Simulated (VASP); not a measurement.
A run of VASP 6.6.1 is set up as follows.

File INCAR:

```
SYSTEM = Mg15GaO16
PREC = Accurate ; ENCUT = 520
EDIFF = 1E-6 ; ISMEAR = -1
SIGMA = 0.05 ; LREAL = Auto
LASPH = .TRUE. ; NELM = 60
ALGO = Normal ; ISIF = 2
LWAVE = .FALSE. ; LCHARG = .FALSE.
GGA = PS ; ISYM = 0
NBANDS = 177
```

Contents of KPOINTS:

```
Automatic mesh
0
Gamma
  1 1 1
  0.25 0.25 0.25
```

File POSCAR:

```
Mg15GaO16
1.0
    8.4288080000      0.0000000000      0.0000000000
    0.0000000000      8.4288080000      0.0000000000
    0.0000000000      0.0000000000      8.4288080000
O Mg Ga
32 30 2
Direct
    0.2503810000      0.0005030000      0.9998160000
    0.2508770000      0.0030040000      0.4999310000
    0.2489150000      0.5008850000      0.9998870000
    0.2257270000      0.5245920000      0.4999210000
    0.7505940000      0.9990990000      0.9999050000
    0.7551060000      0.9945370000      0.4999060000
    0.7491150000      0.4993820000      0.9999180000
    0.7463970000      0.4989200000      0.4998710000
    0.0006970000      0.2501770000      0.9998680000
    0.0030780000      0.2507900000      0.4999110000
    0.9992870000      0.7504710000      0.9998570000
    0.9946930000      0.7549750000      0.4998870000
    0.5010410000      0.2488160000      0.9998560000
    0.5246750000      0.2255620000      0.4999140000
    0.4995410000      0.7488850000      0.9999170000
    0.4990360000      0.7461990000      0.4999210000
    0.0010610000      0.0008750000      0.2494500000
    0.0010460000      0.0008710000      0.7503330000
    0.9971360000      0.5003120000      0.2487810000
    0.9971240000      0.5002110000      0.7510190000
    0.5004070000      0.9969930000      0.2487850000
    0.5003630000      0.9970370000      0.7510110000
    0.4998020000      0.4996280000      0.2463990000
    0.4998230000      0.4995830000      0.7534440000
    0.2500630000      0.2498600000      0.2455850000
    0.2500230000      0.2499180000      0.7539340000
    0.2495810000      0.7525690000      0.2487390000
    0.2494820000      0.7526140000      0.7510370000
    0.7527450000      0.2494010000      0.2487250000
    0.7527810000      0.2492670000      0.7510600000
    0.7487980000      0.7487310000      0.2493710000
    0.7487270000      0.7486630000      0.7503620000
    0.0003260000      0.0002780000      0.9999410000
    0.0001780000      0.9999620000      0.5000010000
    0.9992070000      0.5004230000      0.9999540000
    0.9932500000      0.5044650000      0.4999050000
    0.5005930000      0.9990140000      0.9999400000
    0.5047600000      0.9931190000      0.4999670000
    0.4986470000      0.4986340000      0.9998040000
    0.2510250000      0.2509510000      0.9998590000
    0.2492390000      0.7506180000      0.9998900000
    0.2451580000      0.7566600000      0.4999030000
    0.7507230000      0.2492310000      0.9999560000
    0.7567780000      0.2450020000      0.4998500000
    0.7494810000      0.7493110000      0.9999720000
    0.7498450000      0.7496140000      0.4998760000
    0.2505300000      0.0001450000      0.2480220000
    0.2504100000      0.0001400000      0.7518660000
    0.2464100000      0.5032030000      0.2517230000
    0.2464820000      0.5032350000      0.7480530000
    0.7510360000      0.9986640000      0.2498110000
    0.7510640000      0.9987010000      0.7499980000
    0.7495860000      0.4991500000      0.2480430000
    0.7496700000      0.4993280000      0.7518230000
    0.0003430000      0.2502580000      0.2480070000
    0.0002000000      0.2503240000      0.7518090000
    0.9988190000      0.7509810000      0.2498240000
    0.9988920000      0.7509500000      0.7500850000
    0.5031800000      0.2463410000      0.2516580000
    0.5034860000      0.2463150000      0.7482200000
    0.4993960000      0.7494450000      0.2479680000
    0.4994680000      0.7496100000      0.7518040000
    0.4906550000      0.4906000000      0.4998650000
    0.2592910000      0.2590380000      0.5001210000
```

Potentials or basis: VASP PAW PBE potentials, release 64 (O, Mg, Ga_d).

Launch:

```console
$ cat potpaw_PBE.64/O/POTCAR potpaw_PBE.64/Mg/POTCAR potpaw_PBE.64/Ga_d/POTCAR > POTCAR
$ mpirun -np 1 vasp_std > vasp.out
```

Predict the pressure.

2.3 GPa.

What does it give for the largest force?

0.063 eV/Å.

Estimate the band gap on the k mesh.

0.84 eV.

Stress tensor (GPa, compression positive):
```
 2.54 -1.41  0.00
-1.41  2.54  0.00
 0.00  0.00  1.77
```

Caveat: the k points lie up to 0.75 Å⁻¹ apart; the PAW data sets were made with another functional, which shifts forces and pressure a little.
